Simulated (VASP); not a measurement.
SnSe:

```
Sn Se
1.0
     4.14274    0.00000    0.00000
    -2.07137    3.58772    0.00000
     0.00000    0.00000    6.76509
Sn Se
2 2
Direct
  0.33333 0.66667 0.00000
  0.66667 0.33333 0.50000
  0.33333 0.66667 0.37500
  0.66667 0.33333 0.87500
```

```yaml
Program: VASP 6.6.1
Task: relaxation of cell and atoms
Functional: PBEsol
Potentials_or_basis: VASP PAW PBE potentials, release 64 (Sn_d, Se)
Cutoff: 600 eV
k_mesh: 6 × 6 × 4
Occupations: fermi-dirac, width 0.03 eV
Spin: no spin polarisation
```

At the start: pressure 26.5 GPa; volume 25.14 Å³/atom.

Q: Where does the relaxation end?

A: Over 26 steps the energy falls by 794.9 meV/atom and the volume is 32.91 Å³/atom (+30.9 %); space group P6_3mc (No. 186, to 0.1 Å) before and after.

The path:
```tsv
step	energy change (eV)	largest force (eV/Å)	pressure (GPa)	volume (Å³)
1	0.0000	0.1033	26.45	100.55
2	-2.3135	0.0011	-4.35	173.83
3	-2.7592	0.0442	0.22	144.58
4	-2.7598	0.0434	-0.07	145.79
5	-2.7653	0.0758	-0.07	145.74
6	-2.7815	0.1868	-0.03	145.54
7	-2.8054	0.4740	0.17	144.90
8	-2.7077	1.4355	1.39	142.67
9	-2.8031	0.5640	0.26	144.73
10	-2.8047	0.5698	0.25	144.75
11	-2.8092	0.5892	0.24	144.78
12	-2.8179	0.6301	0.19	144.85
13	-2.8329	0.7180	0.12	144.93
14	-2.8464	0.9191	0.07	144.89
15	-2.8622	0.8977	-0.07	144.98
16	-2.9005	0.8367	-0.45	145.22
17	-2.9239	0.7159	-1.02	145.43
18	-2.9745	0.5745	-1.19	144.52
19	-3.0815	0.2492	-1.48	141.82
20	-3.1588	0.0398	-1.24	136.50
21	-3.1607	0.0497	-1.14	135.79
22	-3.1774	0.0127	-0.23	132.49
23	-3.1785	0.0003	0.09	131.38
24	-3.1795	0.0056	0.06	131.55
25	-3.1797	0.0083	0.04	131.63
26	-3.1797	0.0091	0.03	131.65
```

Final structure:
```cif
data_structure
_symmetry_space_group_name_H-M 'P 1'
_symmetry_Int_Tables_number 1
_cell_length_a 5.0160
_cell_length_b 5.0160
_cell_length_c 6.0421
_cell_angle_alpha 90.000
_cell_angle_beta 90.000
_cell_angle_gamma 120.000
_cell_volume 131.65
loop_
_atom_site_label
_atom_site_type_symbol
_atom_site_fract_x
_atom_site_fract_y
_atom_site_fract_z
_atom_site_occupancy
Sn1 Sn 0.33333 0.66667 0.95003 1
Sn2 Sn 0.66667 0.33333 0.45003 1
Se1 Se 0.33333 0.66667 0.42497 1
Se2 Se 0.66667 0.33333 0.92497 1
```

Caveat: the volume moved by over 15 % at a fixed basis, so the end points are rough; the structure was generated, so it needn't be the stable form of SnSe; the PAW data sets were made with another functional, which shifts forces and pressure a little.
